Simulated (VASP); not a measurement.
Here is a VASP 6.6.1 calculation.

The input POSCAR:

```
P
1.0
    1.6538346550     -5.4984064981      0.0000000000
    1.6538346550      5.4984064981      0.0000000000
    0.0000000000      0.0000000000      4.5468945313
P
4
Direct
    0.0955109139      0.9044890861      0.9118095334
    0.5955109139      0.4044890861      0.5881904666
    0.9044890861      0.0955109139      0.0881904666
    0.4044890861      0.5955109139      0.4118095334
```

The input INCAR.step1:

```
PREC = Accurate ; ENCUT = 520
ISMEAR = -1 ; SIGMA = 0.05
LREAL = False ; LASPH = True
NELM = 60 ; NBANDS = 18
GGA = PE ; ALGO = Normal
EDIFF = 1E-4 ; LWAVE = True
LCHARG = False
```

The input INCAR.step2:

```
PREC = Accurate ; ENCUT = 520
EDIFF = 1E-6 ; ISMEAR = -1
SIGMA = 0.05 ; LREAL = False
LASPH = True ; NELM = 60
ALGO = Normal ; ISIF = 2
LWAVE = False ; LCHARG = False
METAGGA = R2SCAN ; LMIXTAU = True
NBANDS = 18 ; ISTART = 1
```

KPOINTS

```
Automatic mesh
0
Gamma
  9 9 7
```

Potentials or basis: VASP PAW PBE potentials, release 64 (P).

Launch:

```console
$ cat potpaw_PBE.64/P/POTCAR > POTCAR
$ cp INCAR.step1 INCAR
$ mpirun -np 1 vasp_std > vasp.out
$ cp INCAR.step2 INCAR
$ mpirun -np 1 vasp_std > vasp.out
```

(1) What does it give for the band gap on the k mesh?

(2) Predict the largest force.

(3) What does it give for the pressure?

## Answers

(1) 0.40 eV.

(2) 0.100 eV/Å.

(3) -0.7 GPa.

Caveat: the PAW data sets were made with another functional, which shifts forces and pressure a little; an odd mesh through Γ misses points on the zone boundary, where band edges can lie.
